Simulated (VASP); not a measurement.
A run of VASP 6.6.1:

File INCAR:

```
SYSTEM = YbB2
PREC     = Accurate       ! precision mode
ENCUT    = 520            ! plane-wave cutoff, eV
EDIFF    = 1E-7           ! SCF threshold, eV
ISMEAR   = -1             ! smearing method
SIGMA    = 0.1            ! smearing width, eV
LREAL    = .FALSE.        ! projectors in reciprocal space
LASPH    = .TRUE.         ! aspherical terms in the spheres
NELM     = 100            ! most SCF steps
ALGO     = Normal         ! electronic algorithm
ISIF     = 2              ! what is computed and relaxed
LWAVE    = .FALSE.        ! write WAVECAR
LCHARG   = .TRUE.         ! write CHGCAR
GGA      = PE             ! functional
LELF     = .TRUE.         ! ELF
LVHAR    = .TRUE.       
NBANDS   = 22             ! bands
```

Contents of KPOINTS:

```
regular mesh
0
G
  10 10 7
  0 0 0
```

File POSCAR:

```
YbB2
1.0
    3.2458555835      0.0000000000      0.0000000000
   -1.6229277917      2.8109933923      0.0000000000
    0.0000000000      0.0000000000      3.8659652217
Yb B
1 2
Direct
    0.0000000000      0.0000000000      0.0000000000
    0.3333333333      0.6666666667      0.5000000000
    0.6666666667      0.3333333333      0.5000000000
```

Potentials or basis: VASP PAW PBE potentials, release 64 (Yb, B).

Launch:

```console
$ cat potpaw_PBE.64/Yb/POTCAR potpaw_PBE.64/B/POTCAR > POTCAR
$ mpirun -np 1 vasp_std > vasp.out
```

Hardware: 1 thread of Intel Xeon 8259CL, on a shared host.

Task: How long does it take, and how much memory?

Result: Wall time 3.4 min on 1 thread of Intel Xeon 8259CL, on a shared host, peak memory 0.19 GiB. Counts: scf iterations 44, k points 56.
